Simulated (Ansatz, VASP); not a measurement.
## Mg12H: VASP beside Ansatz

```
CELL_PARAMETERS angstrom
6.42000 0.00000 0.00000
-4.81500 8.33982 0.00000
0.00000 0.00000 5.21304
ATOMIC_POSITIONS crystal
Mg 0.00129 0.00029 0.99143
Mg 0.17282 0.23235 0.49727
Mg 0.99950 0.33287 0.00336
Mg 0.16221 0.55354 0.50128
Mg 0.99898 0.66574 0.00212
Mg 0.17080 0.88337 0.49828
Mg 0.50010 0.99965 0.00518
Mg 0.66713 0.22177 0.50808
Mg 0.50202 0.33408 0.00618
Mg 0.66897 0.55652 0.50437
Mg 0.49775 0.66378 0.00434
Mg 0.65613 0.88436 0.49832
H 0.00339 0.00244 0.59926
```

Alike in both runs: functional PBE; k mesh 4 × 3 × 4; occupations gaussian, width 0.1 eV; no spin polarisation.

Ansatz relaxed the structure, and its values are those at the end. VASP's run is a single point on that final structure, the one shown.

|  | VASP | Ansatz |
| --- | --- | --- |
| version | VASP 6.6.1 | Ansatz 0.2.0 |
| potentials or method | VASP PAW PBE potentials, release 64 (Mg, H), cutoff 520 eV | scalar-relativistic, plane waves, PAW |
| valence electrons in the cell | 25 | 121 |

|  | VASP | Ansatz | Ansatz less VASP |
| --- | --- | --- | --- |
| rms of the force components (eV/Å) | 0.008 | 0.008 | +0.0001 |

VASP's potentials hold 25 valence electrons a cell and Ansatz's 121, so a difference there can come from the potentials and not from the codes.
